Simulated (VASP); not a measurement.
Wanted: the native input for a VASP 6.6.1 run.

```
Task                   : single point
Functional             : PBE
Potentials or basis    : VASP PAW PBE potentials, release 64 (Sc_sv, Sn_d, S)
Cutoff                 : 520 eV
k mesh                 : 6 × 6 × 2
Occupations            : gaussian, width 0.1 eV
Spin                   : collinear spin
Starting moments       : [1.0, 1.0, 0.0, 0.0] μB
Dipole correction      : no
Further INCAR settings : ALGO = Normal; EDIFF = 1e-06; NBANDS = 33
```

The structure of Sc2SnS lies in POSCAR:

```
Sc2SnS
1.0
    3.5485612000      0.0000000000      0.0000000000
   -1.7742806000      3.0731441000      0.0000000000
    0.0000000000      0.0000000000      7.7114670000
Sc Sn S
2 1 1
Direct
    0.6666667000      0.3333333000      0.2910570000
    0.6666667000      0.3333333000      0.7089430000
    0.0000000000      0.0000000000      0.0000000000
    0.3333333000      0.6666667000      0.5000000000
```

The cell was generated, and may not be a known phase.

One way to write it, as run:

INCAR

```
SYSTEM = Sc2SnS
PREC = Accurate ; ENCUT = 520
EDIFF = 1E-6 ; ISMEAR = 0
SIGMA = 0.1 ; LREAL = .FALSE.
LASPH = .TRUE. ; NELM = 150
ALGO = Normal ; ISIF = 2
LWAVE = .FALSE. ; LCHARG = .FALSE.
ISPIN = 2 ; MAGMOM = 1 1 0 0
LORBIT = 11 ; LMAXMIX = 4
GGA = PE ; NBANDS = 33
```

KPOINTS

```
regular mesh
0
G
  6 6 2
  0 0 0
```

Potentials or basis: VASP PAW PBE potentials, release 64 (Sc_sv, Sn_d, S).

Command:

```sh
$ cat potpaw_PBE.64/Sc_sv/POTCAR potpaw_PBE.64/Sn_d/POTCAR potpaw_PBE.64/S/POTCAR > POTCAR
$ mpirun -np 1 vasp_std > vasp.out
```

It gave:

```yaml
Pressure: 0.1 GPa
Largest_force: 0.015 eV/Å
Band_gap_on_the_k_mesh: zero (filled and empty bands overlap)
Net_moment: 0.00 μB per cell
Valence_electrons_inside_the_program's_atomic_spheres: Sc 9.44; Sn 12.33; S 3.78
```

Caveat: the k points lie up to 0.41 Å⁻¹ apart, too coarse for converged energies and pressures of a metal; spin-orbit coupling is left out, which moves the levels of the heavy elements.

Run time: 89 s on 1 thread of Intel(R) Xeon(R) Platinum 8488C (Sapphire Rapids), on a shared host, peak memory 0.27 GiB.
